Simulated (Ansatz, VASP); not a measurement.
# BN in VASP and in Ansatz

```
B N
1.0
     2.49134    0.00000    0.00000
    -1.24567    2.15756    0.00000
     0.00000    0.00000    4.00106
B N
2 2
Direct
  0.00000 0.00000 0.00000
  0.00000 0.00000 0.50000
  0.33333 0.66667 0.25000
  0.66667 0.33333 0.75000
```

Alike in both runs: task single point; functional PBE; k mesh 12 × 12 × 6; occupations fermi-dirac, width 0.02 eV; no spin polarisation.

|  | VASP | Ansatz |
| --- | --- | --- |
| version | VASP 6.6.1 | Ansatz 0.2.0 |
| potentials or method | VASP PAW PBE potentials, release 64 (B, N) | plane waves, PAW |
| plane-wave cutoff (eV) | 520 | 420 |
| valence electrons in the cell | 16 | 16 |

Ansatz gave:

```
gap on the k mesh at the Fermi level (eV)                     : 1.58
pressure (GPa)                                                : 4.7
traceless stress, the component that is largest in VASP (GPa) : 1.57
```

Problem. Estimate VASP's values.

Solution. gap on the k mesh at the Fermi level (eV): 1.58; pressure (GPa): 4.5; traceless stress, the component that is largest in VASP (GPa): 1.43.
